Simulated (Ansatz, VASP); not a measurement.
## One calculation of Ti, two programs

```
CELL_PARAMETERS angstrom
-1.46569 1.46569 2.12965
1.46569 -1.46569 2.12965
1.46569 1.46569 -2.12965
ATOMIC_POSITIONS crystal
Ti 0.00000 0.00000 0.00000
```

Alike in both runs: task single point; functional PBEsol; k mesh 22 × 22 × 22; occupations gaussian, width 0.15 eV; no spin polarisation.

|  | VASP | Ansatz |
| --- | --- | --- |
| version | VASP 6.6.1 | Ansatz 0.2.0 |
| potentials or method | VASP PAW PBE potentials, release 64 (Ti_sv), cutoff 520 eV | scalar-relativistic, plane waves, PAW |
| valence electrons in the cell | 12 | 12 |

```csv
,VASP,Ansatz,Ansatz less VASP
gap on the k mesh at the Fermi level (eV),none,none,-
pressure (GPa),-9.1,-9.0,+0.11
"traceless stress, the component that is largest in VASP (GPa)",-0.60,-0.60,-0.001
```

VASP's potentials were made for PBE, not for PBEsol, and Ansatz warns of the same on its side. A gap of «none» marks a metal or a gap that the smearing closes. With one functional, cell and mesh, what is left measures potentials, basis and numerics.
